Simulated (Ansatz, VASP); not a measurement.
AlIn2Sb2As: VASP beside Ansatz

The input INCAR:

```
PREC     = Accurate       # precision mode
ENCUT    = 600            # plane-wave cutoff, eV
EDIFF    = 1E-6           # SCF threshold, eV
ISMEAR   = 0              # smearing method
SIGMA    = 0.1            # smearing width, eV
LREAL    = F              # projectors in reciprocal space
LASPH    = T              # aspherical terms in the spheres
NELM     = 80             # most SCF steps
ALGO     = Normal         # electronic algorithm
ISIF     = 3              # what is computed and relaxed
LWAVE    = F              # write WAVECAR
LCHARG   = F              # write CHGCAR
GGA      = PE             # functional
IBRION   = 2              # ionic algorithm
NSW      = 90             # ionic steps
EDIFFG   = -0.04          # ionic threshold
```

File KPOINTS:

```
regular mesh
0
Gamma
  4 4 6
```

The input POSCAR:

```
AlIn2Sb2As
1.0
    3.3829038200     -5.7114377300      0.0000000000
    3.3829038200      5.7114377300      0.0000000000
    0.0000000000      0.0000000000      3.6166252800
Al In Sb As
1 2 2 1
Direct
    0.0000000000      0.0000000000      0.0000000000
    0.5000000000      0.0000000000      0.5000000000
    0.0000000000      0.5000000000      0.5000000000
    0.6717090000      0.3282910000      0.0000000000
    0.3282910000      0.6717090000      0.0000000000
    0.5000000000      0.5000000000      0.5000000000
```

Input for Ansatz:

```yaml
crystal:
  lattice:
    - [3.38290382, -5.71143773, 0.0]
    - [3.38290382, 5.71143773, 0.0]
    - [0.0, 0.0, 3.61662528]
  atoms:
    - { symbol: Al, position: [0.0, 0.0, 0.0] }
    - { symbol: In, position: [0.5, 0.0, 0.5] }
    - { symbol: In, position: [0.0, 0.5, 0.5] }
    - { symbol: Sb, position: [0.671709, 0.328291, 0.0] }
    - { symbol: Sb, position: [0.328291, 0.671709, 0.0] }
    - { symbol: As, position: [0.5, 0.5, 0.5] }
basis:
  ecutwfc: 420
kpoints:
  mp_grid: { grid: [4, 4, 6] }
hamiltonian:
  xc: pbe
scf:
  occupations: { method: gaussian, width: 0.1 }
  lower_state_search: "off"
output:
  forces: true
  stress: true
  eigenvalues: true
relax:
  adjacent_minimum: "off"
  f_tol: 0.04
  max_steps: 70
  cell: { stress_tol: 0.4 }
```

Change from the starting cell: species swapped into the CeB2Ru2Rh type (Cmmm, No. 65).

Alike in both runs: task relaxation of cell and atoms; functional PBE; k mesh 4 × 4 × 6; occupations gaussian, width 0.1 eV; no spin polarisation.

|  | VASP | Ansatz |
| --- | --- | --- |
| version | VASP 6.6.1 | Ansatz 0.2.0 |
| potentials or method | VASP PAW PBE potentials, release 64 (Al, In_d, Sb, As), cutoff 600 eV | scalar-relativistic, plane waves, PAW |
| valence electrons in the cell | 44 | 74 |

```csv
,VASP,Ansatz,Ansatz less VASP
"gap on the k mesh at the Fermi level, each at its own relaxed structure (eV)",none,none,-
relaxed volume (Å³/atom),29.00,29.94,+0.938
relaxed cell length with the largest relative difference (Å),5.676,8.506,+2.8295
```

A gap of «none» marks a metal or a gap that the smearing closes. One of these differences is far larger than is usual between the two programs; its cause wasn't traced. VASP's potentials hold 44 valence electrons a cell and Ansatz's 74, so a difference there can come from the potentials and not from the codes.

Spin-orbit coupling is off throughout. Noted on VASP's run: the volume moved by over 15 % at a fixed basis, so the end points are rough.
